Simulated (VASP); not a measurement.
# GaSb3 in VASP: further runs

The runs below take GaSb3 through single point, with PBEsol.

Everything below comes from runs of VASP 6.6.1. Logs are shortened: lines on timing, memory, paths and dates and some standing lists are left out, and cuts for length are marked.

## Step 1: The cell of the first run

The structure is tetragonal, space group I4/mmm (No. 139). The conventional cell has a = 5.157 Å, b = 5.157 Å, c = 6.759 Å, α = 90.00°, β = 90.00°, γ = 90.00°. Within 4.1 Å of Ga (site symmetry 4/mmm) lie 14 Sb at 3.08 to 3.65 Å. Within 4.1 Å of Sb (site symmetry -4m2) lie 4 Ga at 3.08 Å and 10 Sb at 3.08 to 3.65 Å. Sb (site symmetry 4/mmm) has 8 Sb at 3.08 Å and 6 Ga at 3.38 to 3.65 Å within 4.1 Å.

## Step 2: Single point, PBEsol (engineering shear strain xz +0.0000, normal strain along z -0.0733)

INCAR reads:

```
SYSTEM = GaSb3
ALGO = Normal ; EDIFF = 1E-7
ENCUT = 520 ; GGA = PS
ISIF = 2 ; ISMEAR = 0
LASPH = .True. ; LCHARG = .False.
LREAL = .False. ; LWAVE = .False.
NBANDS = 22 ; NELM = 100
PREC = Accurate ; SIGMA = 0.15
```

KPOINTS reads:

```
k-points
0
Gamma
  10 10 10
  0 0 0
```

POSCAR reads:

```
GaSb3
1.0
    0.0000000000      3.6466703981      3.3793694579
    3.6466703981      0.0000000000      3.3793694579
    3.6466703981      3.6466703981      0.0000000000
Ga Sb
1 3
Direct
    0.0000000000      0.0000000000      0.0000000000
    0.2500000000      0.2500000000      0.2500000000
    0.7500000000      0.7500000000      0.7500000000
    0.5000000000      0.5000000000      0.5000000000
```

Potentials or basis: VASP PAW PBE potentials, release 64 (Ga_d, Sb).

Started as:

```sh
cat potpaw_PBE.64/Ga_d/POTCAR potpaw_PBE.64/Sb/POTCAR > POTCAR
mpirun -np 1 vasp_std > vasp.out
```

OUTCAR:

```text
SYSTEM = GaSb3
   EDIFF = 1E-7
   ENCUT = 520
   GGA = PS
   ISIF = 2
   ISMEAR = 0
   LASPH = .True.
   LREAL = .False.
   NELM = 100
   PREC = Accurate

 ion  position               nearest neighbor table
   1  0.000  0.000  0.000-   3 3.08   3 3.08   2 3.08   3 3.08   2 3.08   2 3.08   3 3.08   2 3.08

   2  0.250  0.250  0.250-   1 3.08   1 3.08   1 3.08   4 3.08   4 3.08   4 3.08   1 3.08   4 3.08
                             3 3.38   3 3.38   3 3.65   3 3.65   3 3.65   3 3.65
   3  0.750  0.750  0.750-   4 3.08   4 3.08   1 3.08   4 3.08   1 3.08   1 3.08   4 3.08   1 3.08
                             2 3.38   2 3.38   2 3.65   2 3.65   2 3.65   2 3.65
   4  0.500  0.500  0.500-   2 3.08   2 3.08   2 3.08   3 3.08   3 3.08   3 3.08   2 3.08   3 3.08

  LATTYP: Found a body centered tetragonal cell.
 ALAT       =     5.1571707345
 C/A-ratio  =     1.3105517082

  Lattice vectors:

 A1 = (   0.0000000000,  -3.6466703981,  -3.3793694579)
 A2 = (   0.0000000000,   3.6466703981,  -3.3793694579)
 A3 = (   3.6466703981,   0.0000000000,   3.3793694579)

Analysis of symmetry for initial positions (statically):
=====================================================================
 Subroutine PRICEL returns:
 Original cell was already a primitive cell.

 Routine SETGRP: Setting up the symmetry group for a
 body centered tetragonal supercell.

 Subroutine GETGRP returns: Found 16 space group operations
 (whereof 16 operations were pure point group operations)
 out of a pool of 16 trial point group operations.

The static configuration has the point symmetry D_4h.

Analysis of symmetry for dynamics (positions and initial velocities):
=====================================================================
 Subroutine PRICEL returns:
 Original cell was already a primitive cell.

 Routine SETGRP: Setting up the symmetry group for a
 body centered tetragonal supercell.

 Subroutine GETGRP returns: Found 16 space group operations
 (whereof 16 operations were pure point group operations)
 out of a pool of 16 trial point group operations.

The dynamic configuration has the point symmetry D_4h.

 Subroutine INISYM returns: Found 16 space group operations
 (whereof 16 operations are pure point group operations),
 and found     1 'primitive' translations

----------------------------------------------------------------------------------------

                                     Primitive cell

  volume of cell :      89.8791

  direct lattice vectors                    reciprocal lattice vectors
     0.000000000  3.646670398  3.379369458    -0.137111377  0.137111377  0.147956596
     3.646670398  0.000000000  3.379369458     0.137111377 -0.137111377  0.147956596
     3.646670398  3.646670398  0.000000000     0.137111377  0.137111377 -0.147956596

  length of vectors
     4.971754512  4.971754512  5.157170734     0.243906157  0.243906157  0.243906157

  position of ions in fractional coordinates (direct lattice)
     0.000000000  0.000000000  0.000000000
     0.250000000  0.250000000  0.250000000
     0.750000000  0.750000000  0.750000000
     0.500000000  0.500000000  0.500000000

  ion indices of the primitive-cell ions
   primitive index   ion index
                 1           1
                 2           2
                 3           3
                 4           4

----------------------------------------------------------------------------------------

 KPOINTS: k-points

Automatic generation of k-mesh.
 Grid dimensions read from file:
 generate k-points for:   10   10   10

 Generating k-lattice:

  Cartesian coordinates                     Fractional coordinates (reciprocal lattice)
    -0.013711138  0.013711138  0.014795660     0.100000000  0.000000000  0.000000000
     0.013711138 -0.013711138  0.014795660     0.000000000  0.100000000  0.000000000
     0.013711138  0.013711138 -0.014795660     0.000000000  0.000000000  0.100000000

  Length of vectors
     0.024390616  0.024390616  0.024390616

  Shift w.r.t. Gamma in fractional coordinates (k-lattice)
     0.000000000  0.000000000  0.000000000

 Subroutine IBZKPT returns following result:
 ===========================================

 Found    102 irreducible k-points:

 Following reciprocal coordinates:
            Coordinates               Weight
  0.000000  0.000000  0.000000      1.000000
  0.100000  0.000000  0.000000      8.000000
  0.200000  0.000000  0.000000      8.000000
  0.300000  0.000000  0.000000      8.000000
  0.400000  0.000000  0.000000      8.000000
  0.500000  0.000000  0.000000      4.000000
[... 16 lines left out ...]
  0.300000  0.300000  0.000000      2.000000
  0.400000  0.300000  0.000000      8.000000
 [... further k-points ...]
   k-points           NKPTS =    102   k-points in BZ     NKDIM =    102   number of bands    NBANDS=     22
   number of dos      NEDOS =    301   number of ions     NIONS =      4
   total plane-waves  NPLWV =  64000
   dimension x,y,z NGX =    40 NGY =   40 NGZ =   40
   dimension x,y,z NGXF=    80 NGYF=   80 NGZF=   80
   ions per type =               1   3
   NGX,Y,Z   is equivalent  to a cutoff of  13.38, 13.38, 12.89 a.u.
   NGXF,Y,Z  is equivalent  to a cutoff of  26.75, 26.75, 25.79 a.u.
 SYSTEM =  GaSb3
   PREC   = accura    normal or accurate (medium, high low for compatibility)
   ISTART =      0    job   : 0-new  1-cont  2-samecut
   ICHARG =      2    charge: 1-file 2-atom 10-const
   ISPIN  =      1    spin polarized calculation?
   LNONCOLLINEAR =      F non collinear calculations
   LSORBIT =      F    spin-orbit coupling
   LASPH  =      T    aspherical Exc in radial PAW
   ENCUT  =  520.0 eV  38.22 Ry    6.18 a.u.   9.24  9.24  9.59*2*pi/ulx,y,z
   NELM   =    100;   NELMIN=  2; NELMDL= -5     # of ELM steps
   EDIFF  = 0.1E-06   stopping-criterion for ELM
   LREAL  =      F    real-space projection
   EDIFFG = 0.1E-05   stopping-criterion for IOM
   NSW    =      0    number of steps for IOM
   IBRION =     -1    ionic relax: 0-MD 1-quasi-New 2-CG
   NFREE  =      0    steps in history (QN), initial steepest desc. (CG)
   ISIF   =      2    stress and relaxation
   ISYM   =      2    0-nonsym 1-usesym 2-fastsym
   POTIM  = 0.5000    time-step for ionic-motion
   TEBEG  =    0.0;   TEEND  =   0.0 temperature during run
   PSTRESS=    0.0 pullay stress
   NELECT =      28.0000    total number of electrons
   NUPDOWN=      -1.0000    fix difference up-down
   EMIN   =  10.00;   EMAX   =-10.00  energy-range for DOS
   EFERMI =   0.00;   METHOD = LEGACY
   ISMEAR =     0;   SIGMA  =   0.15  broadening in eV -4-tet -1-fermi 0-gaus
   EFERMI_NEDOS =   21; number of points for ismear=-14 and -15
   IALGO  =     38    algorithm
   IMIX   =      4    mixing-type and parameters
     AMIX     =   0.40;   BMIX     =  1.00
     AMIX_MAG =   1.60;   BMIX_MAG =  1.00
  volume/ion in A,a.u.               =      22.47       151.63
  Fermi-wavevector in a.u.,A,eV,Ry     =   1.109791  2.097201 16.757432  1.231637
  Thomas-Fermi vector in A             =   2.246335
   LORBIT       =      0    0 simple, 1 ext, 2 COOP (PROOUT), +10 PAW based schemes
   GGA     = PS    functional components
   LHFCALC =     F    Hartree Fock is set to
   AEXX    =    0.0000 exact exchange contribution
   IVDW    =     0    specifies the selected vdW correction
   LEPSILON=     F    determine dielectric tensor
   LRPA    =     F    only Hartree local field effects (RPA)
 non-spin polarized calculation
 Gauss-broadening in eV      SIGMA  =   0.15
  energy-cutoff  :      520.00
  volume of cell :       89.88
 maximum number of plane-waves:      2461
 NGX is ok and might be reduce to    40
   NGX = 19   NGY = 19   NGZ = 19

 number of electron      28.0000007 magnetization

 Free energy of the ion-electron system (eV)
  ---------------------------------------------------
  ext. energy  EPLUGINS =         0.00000000
  ---------------------------------------------------
  free energy    TOTEN  =       -16.24379041 eV

  energy without entropy =      -16.22217756  energy(sigma->0) =      -16.23298398

 E-fermi :   9.1195     XC(G=0): -10.9475

 val. band max:        9.1149475448   @ k =   0.5000   0.0000   0.3000
 cond. band min:       9.1272071207   @ k =   0.5000   0.1000   0.4000
 fundamental gap:      0.0122595759
 Fermi energy:         9.1195486586

 k-point     1 :       0.0000    0.0000    0.0000
  band No.  band energies     occupation
      1      -5.6730      2.00000
      2      -5.6730      2.00000
      3      -5.6655      2.00000
      4      -5.6574      2.00000
      5      -5.6425      2.00000
      6      -4.4676      2.00000
[... 14 lines left out ...]
     21      16.8358      0.00000
     22      16.8358      0.00000

 k-point     2 :       0.1000    0.0000    0.0000
  band No.  band energies     occupation
      1      -5.6734      2.00000
      2      -5.6726      2.00000
      3      -5.6656      2.00000
      4      -5.6577      2.00000
      5      -5.6426      2.00000
      6      -4.3787      2.00000
[... 14 lines left out ...]
     21      16.0630      0.00000
     22      16.7201      0.00000

 k-point     3 :       0.2000    0.0000    0.0000
  band No.  band energies     occupation
      1      -5.6753      2.00000
      2      -5.6715      2.00000
      3      -5.6656      2.00000
      4      -5.6581      2.00000
      5      -5.6428      2.00000
      6      -4.1131      2.00000
[... 14 lines left out ...]
     21      14.5536      0.00000
     22      15.9533      0.00000
[... 476 lines left out ...]
 k-point    23 :       0.3000    0.3000    0.0000
  band No.  band energies     occupation
      1      -5.6793      2.00000
      2      -5.6672      2.00000
      3      -5.6672      2.00000
      4      -5.6654      2.00000
      5      -5.6410      2.00000
      6      -3.2952      2.00000
[... 14 lines left out ...]
     21      13.8761      0.00000
     22      13.8761      0.00000

 k-point    24 :       0.4000    0.3000    0.0000
  band No.  band energies     occupation
      1      -5.6816      2.00000
      2      -5.6674      2.00000
      3      -5.6666      2.00000
      4      -5.6660      2.00000
      5      -5.6409      2.00000
      6      -2.8281      2.00000
[... 14 lines left out ...]
     21      13.7673      0.00000
     22      13.9329      0.00000

 [... further k-points ...]

------------------------ aborting loop because EDIFF is reached ----------------------------------------

  FORCE on cell =-STRESS in cart. coord.  units (eV):
  Direction    XX          YY          ZZ          XY          YZ          ZX
  --------------------------------------------------------------------------------------
  -------------------------------------------------------------------------------------
  Total        3.2450841      3.2450841      4.0045144      0.0000000      0.0000000      0.0000000
  in kB       57.8466018     57.8466018     71.3841427      0.0000000      0.0000000      0.0000000
  external PRESSURE =      62.3591154 kB  Pullay stress =       0.0000000 kB

 VOLUME and BASIS-vectors are now :
 -----------------------------------------------------------------------------
  energy-cutoff  :      520.00
  volume of cell :       89.88
      direct lattice vectors                 reciprocal lattice vectors
     0.000000000  3.646670398  3.379369458    -0.137111377  0.137111377  0.147956596
     3.646670398  0.000000000  3.379369458     0.137111377 -0.137111377  0.147956596
     3.646670398  3.646670398  0.000000000     0.137111377  0.137111377 -0.147956596

 POSITION                                       TOTAL-FORCE (eV/Angst)
 -----------------------------------------------------------------------------------
      0.00000      0.00000      0.00000        -0.000000      0.000000     -0.000000
      1.82334      1.82334      1.68968         0.000000      0.000000      0.000000
      5.47001      5.47001      5.06905        -0.000000     -0.000000      0.000000
      3.64667      3.64667      3.37937        -0.000000      0.000000     -0.000000
 -----------------------------------------------------------------------------------
    total drift:                               -0.000000      0.000000      0.000000

  FREE ENERGIE OF THE ION-ELECTRON SYSTEM (eV)
  ---------------------------------------------------
  free  energy   TOTEN  =       -16.2437904070 eV

  energy  without entropy=      -16.2221775583  energy(sigma->0) =      -16.23298398
```

It took 4.3 min on 1 thread of AMD EPYC 7R43 (Zen 3), shared host; peak memory 0.32 GiB.

What came out:

```yaml
Free_energy: -16.2438 eV
Pressure: 6.2 GPa
Band_gap_on_the_k_mesh: zero (bands 14 and 15 overlap by 4.71 eV)
```

Caveat: the cell differs from its parent crystal (engineering shear strain xz +0.0000, normal strain along z -0.0733); the cell stands under pressure; the PAW data sets were made with another functional, which shifts forces and pressure a little; spin-orbit coupling is left out, which moves the levels of the heavy elements.

## Step 3: Single point, PBEsol (engineering shear strain xz +0.0000, normal strain along z -0.0367)

INCAR reads:

```
SYSTEM = GaSb3
PREC = Accurate
ENCUT = 520
EDIFF = 1E-6
ISMEAR = 0
SIGMA = 0.15
LREAL = .FALSE.
LASPH = .TRUE.
NELM = 100
ALGO = Normal
ISIF = 2
LWAVE = .FALSE.
LCHARG = .FALSE.
GGA = PS
NBANDS = 22
```

KPOINTS reads:

```
regular mesh
0
G
  10 10 10
  0 0 0
```

Edit POSCAR of step 2 so:

```diff
@@ -2,4 +2,4 @@
 1.0
-    0.0000000000      3.6466703981      3.3793694579
-    3.6466703981      0.0000000000      3.3793694579
+    0.0000000000      3.6466703981      3.5128375945
+    3.6466703981      0.0000000000      3.5128375945
     3.6466703981      3.6466703981      0.0000000000
```

Potentials or basis: VASP PAW PBE potentials, release 64 (Ga_d, Sb).

Started as:

```sh
cat potpaw_PBE.64/Ga_d/POTCAR potpaw_PBE.64/Sb/POTCAR > POTCAR
mpirun -np 1 vasp_std > vasp.out
```

Wall time 3.7 min (1 thread of AMD EPYC 7R43 (Zen 3), shared host); peak memory 0.33 GiB.

The run converged. Its results:

- Free energy: -16.3656 eV
- Pressure: 2.8 GPa
- Band gap on the k mesh: zero (bands 14 and 15 overlap by 4.39 eV)

Stress tensor (GPa, compression positive):
```
2.34 0.00 0.00
0.00 2.34 0.00
0.00 0.00 3.66
```

Levels at points of the mesh, in eV from the Fermi level:
```
           k point  band 12  band 13  band 14  band 15  band 16  band 17
(0.00, 0.00, 0.00)    -2.70    -2.70    -2.68    -2.62    -0.99    -0.99
(0.50, 0.00, 0.00)    -3.02    -2.86    -0.10     0.23     2.08     2.45
(0.50, 0.50, 0.00)     0.87     1.14     1.15     1.15     2.03     2.03
(0.50, 0.00, 0.50)     0.94     1.11     1.54     1.65     1.79     2.25
```

Caveat: the cell differs from its parent crystal (engineering shear strain xz +0.0000, normal strain along z -0.0367); the PAW data sets were made with another functional, which shifts forces and pressure a little; spin-orbit coupling is left out, which moves the levels of the heavy elements.

## Step 4: Single point, PBEsol (engineering shear strain xz +0.0000, normal strain along z +0.0733)

INCAR reads:

```
ALGO     = Normal         # electronic algorithm
EDIFF    = 1E-7           # SCF threshold, eV
ENCUT    = 520            # plane-wave cutoff, eV
GGA      = PS             # functional
ISIF     = 2              # what is computed and relaxed
ISMEAR   = 0              # smearing method
LASPH    = T              # aspherical terms in the spheres
LCHARG   = F              # write CHGCAR
LREAL    = F              # projectors in reciprocal space
LWAVE    = F              # write WAVECAR
NBANDS   = 22             # bands
NELM     = 80             # most SCF steps
PREC     = Accurate       # precision mode
SIGMA    = 0.15           # smearing width, eV
```

KPOINTS reads:

```
k-points
0
Gamma
  10 10 10
```

Edit POSCAR of step 3 so:

```diff
@@ -2,4 +2,4 @@
 1.0
-    0.0000000000      3.6466703981      3.5128375945
-    3.6466703981      0.0000000000      3.5128375945
+    0.0000000000      3.6466703981      3.9139713383
+    3.6466703981      0.0000000000      3.9139713383
     3.6466703981      3.6466703981      0.0000000000
```

Started as:

```sh
cat potpaw_PBE.64/Ga_d/POTCAR potpaw_PBE.64/Sb/POTCAR > POTCAR
mpirun -np 1 vasp_std > vasp.out
```

It took 4.1 min on 1 thread of AMD EPYC 7R43 (Zen 3), shared host; peak memory 0.35 GiB.

The run converged. Its results:

| Item | Value |
| --- | --- |
| Free energy | -16.2904 eV |
| Pressure | -3.6 GPa |
| Band gap on the k mesh | zero (bands 14 and 15 overlap by 4.02 eV) |

Stress tensor (GPa, compression positive):
```
-3.05  0.00  0.00
 0.00 -3.05  0.00
 0.00  0.00 -4.57
```

Levels at points of the mesh, in eV from the Fermi level:
```
           k point  band 10  band 11  band 12  band 13  band 14  band 15  band 16  band 17  band 18  band 19
(0.00, 0.00, 0.00)    -2.69    -2.69    -2.67    -2.32    -2.32    -2.25    -0.97    -0.40    -0.40     3.31
(0.50, 0.00, 0.00)    -3.59    -3.37    -2.68    -2.46    -0.37    -0.05     1.76     2.39     2.70     3.30
(0.50, 0.50, 0.00)    -5.02    -5.02     0.85     1.24     1.24     1.40     1.57     2.00     2.00     3.45
(0.50, 0.00, 0.50)    -5.26    -5.15     0.35     0.44     0.57     1.30     1.56     2.32     2.43     3.94
```

Caveat: the cell differs from its parent crystal (engineering shear strain xz +0.0000, normal strain along z +0.0733); the cell stands under tension; the PAW data sets were made with another functional, which shifts forces and pressure a little; spin-orbit coupling is left out, which moves the levels of the heavy elements.

(Continued in part 2 of 2.)
